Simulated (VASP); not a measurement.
# Al9H in VASP: a series of runs

Al9H is run at these levels: PBE; tasks: single point.

Everything below comes from runs of VASP 6.6.1. Logs are shortened: lines on timing, memory, paths and dates and some standing lists are left out, and cuts for length are marked.

## Step 1: The cell of the first run

The cell holds a slab with vacuum, 20 atoms: a = 5.707 Å, b = 9.806 Å, c = 22.790 Å, α = 90.00°, β = 90.00°, γ = 98.37°.

## Step 2: Single point, PBE

The input, INCAR:

```
ALGO = Normal ; DIPOL = 0.5 0.5 0.301
EDIFF = 1E-6 ; ENCUT = 520
GGA = PE ; IDIPOL = 3
ISIF = 2 ; ISMEAR = 0
LASPH = T ; LCHARG = F
LDIPOL = T ; LREAL = Auto
LWAVE = F ; NBANDS = 44
NELM = 80 ; PREC = Accurate
SIGMA = 0.1
```

The input, KPOINTS:

```
k-points
0
Gamma
  5 3 1
```

The input, POSCAR:

```
Al9H
1.0
    5.7070863109      0.0000000000      0.0000000000
   -1.4267715777      9.7014842373      0.0000000000
    0.0000000000      0.0000000000     22.7903703632
Al H
18 2
Direct
    0.2662216041      0.0648864163      0.1755127247
    0.7662216041      0.0648864163      0.1755127247
    0.3354806058      0.3419224231      0.2192029853
    0.8354806058      0.3419224231      0.2192029853
    0.1493324061      0.5973296244      0.2279410374
    0.6493324061      0.5973296244      0.2279410374
    0.4631842064      0.8527368258      0.2366790895
    0.9631842064      0.8527368258      0.2366790895
    0.0319772084      0.1277109167      0.2808262503
    0.5319772084      0.1277109167      0.2808262503
    0.0997917590      0.4042231279      0.3301071124
    0.5997917590      0.4042231279      0.3301071124
    0.4144000530      0.6596656505      0.3369822082
    0.9144000530      0.6596656505      0.3369822082
    0.2263076920      0.9110819249      0.3449259127
    0.7263076920      0.9110819249      0.3449259127
    0.2962427236      0.1814071990      0.3857054635
    0.7962427236      0.1814071990      0.3857054635
    0.4193609451      0.9110819249      0.4756557349
    0.5332544390      0.9110819249      0.4756557349
```

Potentials or basis: VASP PAW PBE potentials, release 64 (Al, H).

The run is started by

```sh
$ cat potpaw_PBE.64/Al/POTCAR potpaw_PBE.64/H/POTCAR > POTCAR
$ mpirun -np 1 vasp_std > vasp.out
```

OUTCAR:

```text
EDIFF = 1E-6
   ENCUT = 520
   GGA = PE
   ISIF = 2
   ISMEAR = 0
   LASPH = T
   LREAL = Auto
   NELM = 80
   PREC = Accurate

 ion  position               nearest neighbor table
   1  0.266  0.065  0.176-   2 2.85   2 2.85   9 2.86  10 2.86   7 2.87   8 2.87   3 2.87
   2  0.766  0.065  0.176-   1 2.85   1 2.85  10 2.86   9 2.86   8 2.87   7 2.87   4 2.87
   3  0.335  0.342  0.219-   4 2.85   4 2.85   6 2.87   5 2.87   1 2.87   9 2.89  10 2.89  12 2.96
                            11 2.97
   4  0.835  0.342  0.219-   3 2.85   3 2.85   5 2.87   6 2.87   2 2.87  10 2.89   9 2.89  11 2.96
                            12 2.97
   5  0.149  0.597  0.228-   6 2.85   6 2.85   4 2.87   3 2.87   7 2.87   8 2.87  13 2.93  14 2.93
                            11 2.99
   6  0.649  0.597  0.228-   5 2.85   5 2.85   3 2.87   4 2.87   8 2.87   7 2.87  14 2.93  13 2.93
                            12 2.99
   7  0.463  0.853  0.237-  10 2.85   8 2.85   8 2.85   1 2.87   5 2.87   2 2.87   6 2.87  16 2.90
                            15 2.91  13 2.96
   8  0.963  0.853  0.237-   9 2.85   7 2.85   7 2.85   2 2.87   6 2.87   1 2.87   5 2.87  15 2.90
                            16 2.91  14 2.96
   9  0.032  0.128  0.281-  18 2.83  17 2.83   8 2.85  10 2.85  10 2.85   1 2.86   2 2.86   3 2.89
                             4 2.89  11 2.91  15 2.93  16 2.93
  10  0.532  0.128  0.281-  17 2.83  18 2.83   7 2.85   9 2.85   9 2.85   2 2.86   1 2.86   4 2.89
                             3 2.89  12 2.91  16 2.93  15 2.93
  11  0.100  0.404  0.330-  12 2.85  12 2.85  14 2.86  13 2.87  18 2.88  17 2.89   9 2.91   4 2.96
                             3 2.97   5 2.99
  12  0.600  0.404  0.330-  11 2.85  11 2.85  13 2.86  14 2.87  17 2.88  18 2.89  10 2.91   3 2.96
                             4 2.97   6 2.99
  13  0.414  0.660  0.337-  16 2.83  15 2.83  14 2.85  14 2.85  12 2.86  11 2.87   5 2.93   6 2.93
                             7 2.96
  14  0.914  0.660  0.337-  15 2.83  16 2.83  13 2.85  13 2.85  11 2.86  12 2.87   6 2.93   5 2.93
                             8 2.96
  15  0.226  0.911  0.345-  17 2.78  14 2.83  13 2.83  16 2.85  16 2.85   8 2.90   7 2.91   9 2.93
                            10 2.93
  16  0.726  0.911  0.345-  18 2.78  13 2.83  14 2.83  15 2.85  15 2.85   7 2.90   8 2.91  10 2.93
                             9 2.93
  17  0.296  0.181  0.386-  15 2.78  10 2.83   9 2.83  18 2.85  18 2.85  12 2.88  11 2.89
  18  0.796  0.181  0.386-  16 2.78   9 2.83  10 2.83  17 2.85  17 2.85  11 2.88  12 2.89
  19  0.419  0.911  0.476-  20 0.65
  20  0.533  0.911  0.476-  19 0.65

  LATTYP: Found a simple monoclinic cell.
 ALAT       =     5.7070863109
 B/A-ratio  =     3.9933460126
 C/A-ratio  =     1.7181865164
 COS(beta)  =    -0.1455022476

  Lattice vectors:

 A1 = (   5.7070863109,   0.0000000000,   0.0000000000)
 A2 = (   0.0000000000,   0.0000000000, -22.7903703632)
 A3 = (  -1.4267715777,   9.7014842373,   0.0000000000)

Analysis of symmetry for initial positions (statically):
=====================================================================
 Subroutine PRICEL returns:
 Original cell was already a primitive cell.

 Routine SETGRP: Setting up the symmetry group for a
 simple monoclinic supercell.

 Subroutine GETGRP returns: Found  1 space group operations
 (whereof  1 operations were pure point group operations)
 out of a pool of  4 trial point group operations.

The static configuration has the point symmetry C_1 .

Analysis of symmetry for dynamics (positions and initial velocities):
=====================================================================
 Subroutine PRICEL returns:
 Original cell was already a primitive cell.

 Routine SETGRP: Setting up the symmetry group for a
 simple monoclinic supercell.

 Subroutine GETGRP returns: Found  1 space group operations
 (whereof  1 operations were pure point group operations)
 out of a pool of  4 trial point group operations.

The dynamic configuration has the point symmetry C_1 .

 Subroutine INISYM returns: Found  1 space group operations
 (whereof  1 operations are pure point group operations),
 and found     1 'primitive' translations

----------------------------------------------------------------------------------------

                                     Primitive cell

  volume of cell :    1261.8392

  direct lattice vectors                    reciprocal lattice vectors
     5.707086311  0.000000000  0.000000000     0.175220760  0.025769253  0.000000000
    -1.426771578  9.701484237  0.000000000     0.000000000  0.103077011  0.000000000
     0.000000000  0.000000000 22.790370363     0.000000000  0.000000000  0.043878181

  length of vectors
     5.707086311  9.805838747 22.790370363     0.177105531  0.103077011  0.043878181

  position of ions in fractional coordinates (direct lattice)
     0.266221604  0.064886416  0.175512725
     0.766221604  0.064886416  0.175512725
     0.335480606  0.341922423  0.219202985
     0.835480606  0.341922423  0.219202985
     0.149332406  0.597329624  0.227941037
     0.649332406  0.597329624  0.227941037
[... 12 lines left out ...]
     0.419360945  0.911081925  0.475655735
     0.533254439  0.911081925  0.475655735

  ion indices of the primitive-cell ions
   primitive index   ion index
                 1           1
                 2           2
                 3           3
                 4           4
                 5           5
                 6           6
[... 12 lines left out ...]
                19          19
                20          20

----------------------------------------------------------------------------------------

 KPOINTS: k-points

Automatic generation of k-mesh.
 Grid dimensions read from file:
 generate k-points for:    5    3    1

 Generating k-lattice:

  Cartesian coordinates                     Fractional coordinates (reciprocal lattice)
     0.035044152  0.005153851  0.000000000     0.200000000  0.000000000  0.000000000
     0.000000000  0.034359004  0.000000000     0.000000000  0.333333333  0.000000000
     0.000000000  0.000000000  0.043878181     0.000000000  0.000000000  1.000000000

  Length of vectors
     0.035421106  0.034359004  0.043878181

  Shift w.r.t. Gamma in fractional coordinates (k-lattice)
     0.000000000  0.000000000  0.000000000

 Subroutine IBZKPT returns following result:
 ===========================================

 Found      8 irreducible k-points:

 Following reciprocal coordinates:
            Coordinates               Weight
  0.000000  0.000000  0.000000      1.000000
  0.200000  0.000000  0.000000      2.000000
  0.400000  0.000000  0.000000      2.000000
  0.000000  0.333333  0.000000      2.000000
  0.200000  0.333333  0.000000      2.000000
  0.400000  0.333333  0.000000      2.000000
 -0.400000  0.333333  0.000000      2.000000
 -0.200000  0.333333  0.000000      2.000000
   k-points           NKPTS =      8   k-points in BZ     NKDIM =      8   number of bands    NBANDS=     44
   number of dos      NEDOS =    301   number of ions     NIONS =     20
   total plane-waves  NPLWV = 604800
   dimension x,y,z NGX =    42 NGY =   80 NGZ =  180
   dimension x,y,z NGXF=    84 NGYF=  160 NGZF=  360
   ions per type =              18   2
   NGX,Y,Z   is equivalent  to a cutoff of  12.23, 13.56, 13.13 a.u.
   NGXF,Y,Z  is equivalent  to a cutoff of  24.47, 27.13, 26.26 a.u.
 SYSTEM =  unknown system
   PREC   = accura    normal or accurate (medium, high low for compatibility)
   ISTART =      0    job   : 0-new  1-cont  2-samecut
   ICHARG =      2    charge: 1-file 2-atom 10-const
   ISPIN  =      1    spin polarized calculation?
   LNONCOLLINEAR =      F non collinear calculations
   LSORBIT =      F    spin-orbit coupling
   LASPH  =      T    aspherical Exc in radial PAW
   ENCUT  =  520.0 eV  38.22 Ry    6.18 a.u.  10.61 18.23 42.37*2*pi/ulx,y,z
   NELM   =     80;   NELMIN=  2; NELMDL= -5     # of ELM steps
   EDIFF  = 0.1E-05   stopping-criterion for ELM
   LREAL  =      T    real-space projection
   EDIFFG = 0.1E-04   stopping-criterion for IOM
   NSW    =      0    number of steps for IOM
   IBRION =     -1    ionic relax: 0-MD 1-quasi-New 2-CG
   NFREE  =      0    steps in history (QN), initial steepest desc. (CG)
   ISIF   =      2    stress and relaxation
   ISYM   =      2    0-nonsym 1-usesym 2-fastsym
   POTIM  = 0.5000    time-step for ionic-motion
   TEBEG  =    0.0;   TEEND  =   0.0 temperature during run
   PSTRESS=    0.0 pullay stress
   NELECT =      56.0000    total number of electrons
   NUPDOWN=      -1.0000    fix difference up-down
   EMIN   =  10.00;   EMAX   =-10.00  energy-range for DOS
   EFERMI =   0.00;   METHOD = LEGACY
   ISMEAR =     0;   SIGMA  =   0.10  broadening in eV -4-tet -1-fermi 0-gaus
   EFERMI_NEDOS =   21; number of points for ismear=-14 and -15
   IALGO  =     38    algorithm
   IMIX   =      4    mixing-type and parameters
     AMIX     =   0.40;   BMIX     =  1.00
     AMIX_MAG =   1.60;   BMIX_MAG =  1.00
  volume/ion in A,a.u.               =      63.09       425.77
  Fermi-wavevector in a.u.,A,eV,Ry     =   0.579610  1.095305  4.570853  0.335948
  Thomas-Fermi vector in A             =   1.623387
   LORBIT       =      0    0 simple, 1 ext, 2 COOP (PROOUT), +10 PAW based schemes
   GGA     = PE    functional components
   LHFCALC =     F    Hartree Fock is set to
   AEXX    =    0.0000 exact exchange contribution
   IVDW    =     0    specifies the selected vdW correction
   LEPSILON=     F    determine dielectric tensor
   LRPA    =     F    only Hartree local field effects (RPA)
 non-spin polarized calculation
 Gauss-broadening in eV      SIGMA  =   0.10
  energy-cutoff  :      520.00
  volume of cell :     1261.84
 maximum number of plane-waves:     34010
   NGX = 21   NGY = 37   NGZ = 85

 dipolmoment           0.000000      0.000000      0.048947 electrons x Angstroem

 number of electron      56.0000000 magnetization

 dipolmoment           0.000000      0.000000     -0.018082 electrons x Angstroem

 Free energy of the ion-electron system (eV)
  ---------------------------------------------------
  ext. energy  EPLUGINS =         0.00000000
  ---------------------------------------------------
  free energy    TOTEN  =       -67.72996001 eV

  energy without entropy =      -67.68382671  energy(sigma->0) =      -67.70689336

 E-fermi :  -1.1766     XC(G=0):  -3.3831

 val. band max:       -1.1976573875   @ k =   0.0000   0.3333   0.0000
 cond. band min:      -1.1609543790   @ k =   0.2000   0.0000   0.0000
 fundamental gap:      0.0367030085
 Fermi energy:        -1.1766401928

 k-point     1 :       0.0000    0.0000    0.0000
  band No.  band energies     occupation
      1     -11.2472      2.00000
      2      -9.7044      2.00000
      3      -9.6076      2.00000
      4      -8.9942      2.00000
      5      -8.1055      2.00000
      6      -7.1463      2.00000
[... 32 lines left out ...]
     39       0.8547      0.00000
     40       0.8920      0.00000

 k-point     2 :       0.2000    0.0000    0.0000
  band No.  band energies     occupation
      1     -11.0627      2.00000
      2      -9.6322      2.00000
      3      -9.3148      2.00000
      4      -8.8197      2.00000
      5      -8.3342      2.00000
      6      -8.0807      2.00000
[... 247 lines left out ...]
     39       1.1920      0.00000
     40       1.2407      0.00000

 k-point     8 :      -0.2000    0.3333    0.0000
  band No.  band energies     occupation
      1     -10.9552      2.00000
      2     -10.2079      2.00000
      3      -8.7775      2.00000
      4      -8.4967      2.00000
      5      -8.1754      2.00000
      6      -8.0590      2.00000
[... 32 lines left out ...]
     39       0.9739      0.00000
     40       1.0537      0.00000
 [bands above 40 left out]

------------------------ aborting loop because EDIFF is reached ----------------------------------------

 vacuum level on the upper side and lower side of the slab       (xc-potential included)        -0.092        -0.025

  FORCE on cell =-STRESS in cart. coord.  units (eV):
  Direction    XX          YY          ZZ          XY          YZ          ZX
  --------------------------------------------------------------------------------------
  -------------------------------------------------------------------------------------
  Total       -8.6156416    -12.5253830      0.4156705      0.0386702     -0.7419591      0.0086201
  in kB      -10.9394176    -15.9036787      0.5277835      0.0491002     -0.9420773      0.0109450
  external PRESSURE =      -8.7717709 kB  Pullay stress =       0.0000000 kB

 VOLUME and BASIS-vectors are now :
 -----------------------------------------------------------------------------
  energy-cutoff  :      520.00
  volume of cell :     1261.84
      direct lattice vectors                 reciprocal lattice vectors
     5.707086311  0.000000000  0.000000000     0.175220760  0.025769253  0.000000000
    -1.426771578  9.701484237  0.000000000     0.000000000  0.103077011  0.000000000
     0.000000000  0.000000000 22.790370363     0.000000000  0.000000000  0.043878181

 POSITION                                       TOTAL-FORCE (eV/Angst)
 -----------------------------------------------------------------------------------
      1.42677      0.62949      4.00000        -0.032265      0.158560      0.031569
      4.28031      0.62949      4.00000         0.020448      0.154126      0.034419
      1.42677      3.31715      4.99572        -0.007286      0.038817      0.058043
      4.28031      3.31715      4.99572         0.019787      0.045303      0.055234
      0.00000      5.79498      5.19486         0.004144     -0.070199      0.030196
      2.85354      5.79498      5.19486        -0.007137     -0.075428      0.026248
[... 12 lines left out ...]
      1.09342      8.83885     10.84037        -4.893747     -0.031613      0.105951
      1.74342      8.83885     10.84037         4.895584     -0.029257      0.107032
 -----------------------------------------------------------------------------------
    total drift:                               -0.007861     -0.032335     -0.007321

  FREE ENERGIE OF THE ION-ELECTRON SYSTEM (eV)
  ---------------------------------------------------
  free  energy   TOTEN  =       -67.7299600090 eV

  energy  without entropy=      -67.6838267062  energy(sigma->0) =      -67.70689336

 vacuum level on the upper side and lower side of the slab         2.891         2.954
```

Wall time 20 min (1 thread of Intel Xeon Platinum 8259CL at 2.50GHz (Skylake/Cascade Lake), shared host); peak memory 1.2 GiB.

Results:

```
Free energy            : -67.7300 eV
Largest force          : 4.897 eV/Å
Band gap on the k mesh : zero (bands 28 and 29 overlap by 0.74 eV)
```

Forces on the atoms (eV/Å):
```
Al  -0.032  0.159  0.032
Al   0.020  0.154  0.034
Al  -0.007  0.039  0.058
Al   0.020  0.045  0.055
Al   0.004 -0.070  0.030
Al  -0.007 -0.075  0.026
Al  -0.004 -0.111 -0.130
Al   0.009 -0.102 -0.115
Al  -0.002  0.015 -0.002
Al   0.002  0.017 -0.006
Al   0.001 -0.020 -0.002
Al   0.006 -0.010 -0.007
Al  -0.009 -0.006 -0.009
Al  -0.001 -0.005 -0.002
Al  -0.045 -0.007 -0.066
Al   0.039  0.006 -0.066
Al  -0.017  0.022 -0.025
Al   0.021  0.011 -0.018
H   -4.894 -0.032  0.106
H    4.896 -0.029  0.107
```

Levels at points of the mesh, in eV from the Fermi level:
```csv
k point,band 26,band 27,band 28,band 29,band 30,band 31
"(0.00, 0.00, 0.00)",-1.08,-0.94,-0.63,-0.58,-0.29,0.11
```

## Step 3: Single point, PBE

The input, INCAR:

```
PREC = Accurate
ENCUT = 520
EDIFF = 1E-6
ISMEAR = 0
SIGMA = 0.1
LREAL = Auto
LASPH = T
NELM = 100
ALGO = Normal
ISIF = 2
LWAVE = F
LCHARG = T
LDIPOL = T
IDIPOL = 3
DIPOL = 0.5 0.5 0.306
GGA = PE
LELF = T
LVHAR = T
LVACPOTAV = T
NBANDS = 44
```

The input, KPOINTS:

```
regular mesh
0
Gamma
  5 3 1
```

POSCAR: that of step 2 with these lines changed.

```diff
@@ -26,3 +26,3 @@
     0.7962427236      0.1814071990      0.3857054635
-    0.4193609451      0.9110819249      0.4756557349
-    0.5332544390      0.9110819249      0.4756557349
+    0.4193609451      0.9110819249      0.5173400070
+    0.5332544390      0.9110819249      0.5173400070
```

Potentials or basis: VASP PAW PBE potentials, release 64 (Al, H).

The run is started by

```sh
$ cat potpaw_PBE.64/Al/POTCAR potpaw_PBE.64/H/POTCAR > POTCAR
$ mpirun -np 1 vasp_std > vasp.out
```

Run time: 21 min. Hardware: 1 thread of Intel Xeon Platinum 8259CL at 2.50GHz (Skylake/Cascade Lake), shared host; peak memory 1.2 GiB.

It converged, with:

```
Free energy            : -67.8111 eV
Largest force          : 4.885 eV/Å
Band gap on the k mesh : zero (bands 28 and 29 overlap by 0.73 eV)
```

Forces in eV/Å, atoms in the order of the input:
```
Al  -0.010  0.157  0.032
Al  -0.003  0.156  0.033
Al   0.004  0.035  0.061
Al   0.008  0.036  0.061
Al   0.000 -0.074  0.030
Al  -0.002 -0.074  0.029
Al   0.001 -0.101 -0.119
Al   0.003 -0.100 -0.118
Al   0.000  0.009 -0.002
Al   0.000  0.010 -0.004
Al   0.003 -0.013 -0.001
Al   0.004 -0.012 -0.001
Al  -0.005 -0.008 -0.003
Al  -0.004 -0.009 -0.004
Al  -0.005  0.000 -0.003
Al  -0.001  0.001 -0.003
Al   0.000 -0.004 -0.004
Al   0.005 -0.005 -0.003
H   -4.884 -0.002  0.009
H    4.885 -0.002  0.009
```

Levels at points of the mesh, in eV from the Fermi level:
```csv
k point,band 25,band 26,band 27,band 28,band 29,band 30,band 31,band 32
"(0.00, 0.00, 0.00)",-1.12,-1.08,-0.94,-0.62,-0.58,-0.27,0.11,0.90
```

## Step 4: Single point, PBE

The input, INCAR:

```
PREC = Accurate ; ENCUT = 520
EDIFF = 1E-7 ; ISMEAR = 0
SIGMA = 0.1 ; LREAL = Auto
LASPH = True ; NELM = 60
ALGO = Normal ; ISIF = 2
LWAVE = False ; LCHARG = False
LDIPOL = True ; IDIPOL = 3
DIPOL = 0.5 0.5 0.299 ; GGA = PE
NBANDS = 44
```

KPOINTS is that of step 3.

POSCAR: that of step 3 with these lines changed.

```diff
@@ -26,3 +26,3 @@
     0.7962427236      0.1814071990      0.3857054635
-    0.4193609451      0.9110819249      0.5173400070
-    0.5332544390      0.9110819249      0.5173400070
+    0.2441401852      0.9110819249      0.4475736989
+    0.7084751988      0.9110819249      0.4475736989
```

The run is started by

```sh
$ cat potpaw_PBE.64/Al/POTCAR potpaw_PBE.64/H/POTCAR > POTCAR
$ mpirun -np 1 vasp_std > vasp.out
```

It took 21 min on 1 thread of AMD EPYC 7R13 (Zen 3), shared host; peak memory 1.2 GiB.

It converged, with:

| Quantity | Value |
| --- | --- |
| Free energy | -65.1223 eV |
| Largest force | 1.735 eV/Å |
| Band gap on the k mesh | zero (bands 28 and 29 overlap by 0.73 eV) |

Forces on the atoms (eV/Å):
```
Al  -0.013  0.089  0.132
Al   0.005  0.082  0.135
Al   0.005  0.171  0.053
Al   0.015  0.178  0.054
Al  -0.008 -0.094 -0.040
Al   0.002 -0.101 -0.039
Al  -0.005 -0.164 -0.143
Al  -0.002 -0.163 -0.145
Al   0.002 -0.067  0.121
Al   0.000 -0.076  0.125
Al   0.006  0.045 -0.060
Al   0.011  0.058 -0.058
Al  -0.013 -0.115 -0.017
Al  -0.009 -0.095 -0.020
Al   0.013 -0.234  1.366
Al  -0.005 -0.231  1.371
Al  -0.020  0.017  0.284
Al   0.008  0.016  0.281
H   -0.039  0.341 -1.700
H    0.044  0.340 -1.699
```

Levels at points of the mesh, in eV from the Fermi level:
| k point | band 24 | band 25 | band 26 | band 27 | band 28 | band 29 | band 30 | band 31 | band 32 | band 33 |
| --- | --- | --- | --- | --- | --- | --- | --- | --- | --- | --- |
| (0.00, 0.00, 0.00) | -1.31 | -1.18 | -0.96 | -0.82 | -0.59 | -0.54 | 0.02 | 0.14 | 0.58 | 1.02 |

## Step 5: The runs side by side

```csv
cell,gap on the mesh (eV),largest force (eV/Å)
"as given, atomic positions A",none,4.90
"as given, atomic positions B",none,4.89
"as given, atomic positions C",none,1.73
```

Alike in all rows: task single point; level PBE; potentials or basis VASP PAW PBE potentials, release 64 (Al, H); no spin polarisation; k mesh 5 × 3 × 1; cutoff (eV) 520; smearing gaussian 0.1 eV.

Total energies depend on the potentials used, so only differences within one code and one set of settings carry meaning.

The gap in the log of VASP goes by the Fermi energy; the results here count the filled bands.